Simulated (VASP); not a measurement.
Input of a VASP 6.6.1 run:

INCAR

```
PREC = Accurate ; ENCUT = 520
EDIFF = 1E-6 ; ISMEAR = 0
SIGMA = 0.02 ; LREAL = F
LASPH = T ; NELM = 80
ALGO = Normal ; ISIF = 2
LWAVE = F ; LCHARG = F
GGA = PE ; NBANDS = 17
```

File KPOINTS:

```
regular mesh
0
Gamma
  10 10 5
```

The input POSCAR:

```
Hf
1.0
    3.1967000000      0.0000000000      0.0000000000
   -1.5983500000      2.7684234083      0.0000000000
    0.0000000000      0.0000000000      5.0578000000
Hf
2
Direct
    0.6666666667      0.3333333333      0.7500000000
    0.3333333333      0.6666666667      0.2500000000
```

Potentials or basis: VASP PAW PBE potentials, release 64 (Hf_pv).

The run is started by

```sh
$ cat potpaw_PBE.64/Hf_pv/POTCAR > POTCAR
$ mpirun -np 1 vasp_std > vasp.out
```

Task: Estimate the band gap on the k mesh.

Result: Zero (band 10 reaches 6.10 eV, above the bottom of band 11 at 4.60 eV).

Task: Estimate the pressure.

Result: 0.2 GPa.

Stress tensor (GPa, compression positive):
```
 0.30  0.00  0.00
 0.00  0.30  0.00
 0.00  0.00 -0.04
```

Caveat: spin-orbit coupling is left out, which moves the levels of the heavy elements.
